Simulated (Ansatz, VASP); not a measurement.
Two plane-wave programs on CdS

File INCAR:

```
SYSTEM = CdS
  PREC = Accurate
  ENCUT = 520
  EDIFF = 1E-6
  ISMEAR = -1
  SIGMA = 0.02
  LREAL = .False.
  LASPH = .True.
  NELM = 60
  ALGO = Normal
  ISIF = 2
  LWAVE = .False.
  LCHARG = .True.
  GGA = PE
  LELF = .True.
  LVHAR = .True.
  NBANDS = 26
```

KPOINTS

```
regular mesh
0
Gamma
  12 12 4
  0 0 0
```

Contents of POSCAR:

```
CdS
1.0
    4.0738324942      0.0000000000      0.0000000000
   -2.0369162471      3.5280424308      0.0000000000
    0.0000000000      0.0000000000      6.6184771483
Cd S
2 2
Direct
    0.3333333333      0.6666666667     -0.0009650885
    0.6666666667      0.3333333333      0.4990349115
    0.3333333333      0.6666666667      0.3759650885
    0.6666666667      0.3333333333      0.8759650885
```

Input for Ansatz:

```yaml
crystal:
  lattice:
    - [4.0738324942, 0.0, 0.0]
    - [-2.0369162471, 3.5280424308, 0.0]
    - [0.0, 0.0, 6.6184771483]
  atoms:
    - { symbol: Cd, position: [0.3333333333, 0.6666666667, -0.0009650885] }
    - { symbol: Cd, position: [0.6666666667, 0.3333333333, 0.4990349115] }
    - { symbol: S, position: [0.3333333333, 0.6666666667, 0.3759650885] }
    - { symbol: S, position: [0.6666666667, 0.3333333333, 0.8759650885] }
kpoints:
  mp_grid: { grid: [12, 12, 4] }
  band_path:
    path:
      - [0.0, 0.0, 0.0]
      - [0.5, 0.0, 0.0]
      - [0.3333333333, 0.3333333333, 0.0]
      - [0.0, 0.0, 0.5]
      - [0.5, 0.0, 0.5]
      - [0.3333333333, 0.3333333333, 0.5]
    npoints: 1
hamiltonian:
  xc: pbe
scf:
  occupations: { method: fermi_dirac, width: 0.02 }
  n_extra_bands: 5
output:
  forces: true
  stress: true
  eigenvalues: true
```

Change from the starting cell: hydrostatic strain -2.2%.

Alike in both runs: task single point; functional PBE; k mesh 12 × 12 × 4; occupations fermi-dirac, width 0.02 eV; no spin polarisation.

|  | VASP | Ansatz |
| --- | --- | --- |
| version | VASP 6.6.1 | Ansatz 0.2.0 |
| potentials or method | VASP PAW PBE potentials, release 64 (Cd, S) | plane waves, PAW |
| plane-wave cutoff (eV) | 520 | 420 |
| valence electrons in the cell | 36 | 52 |

Ansatz gave:

- gap on the k mesh at the Fermi level (eV): 1.32
- pressure (GPa): 5.9
- traceless stress, the component that is largest in VASP (GPa): 0.05
- rms of the force components (eV/Å): 0.002

Question: Estimate VASP's values.

Answer: gap on the k mesh at the Fermi level (eV): 1.33; pressure (GPa): 6.4; traceless stress, the component that is largest in VASP (GPa): 0.06; rms of the force components (eV/Å): 0.003.

Atom by atom the forces differ by 0.001 eV/Å (rms over components). VASP's potentials hold 36 valence electrons a cell and Ansatz's 52, so a difference there can come from the potentials and not from the codes.
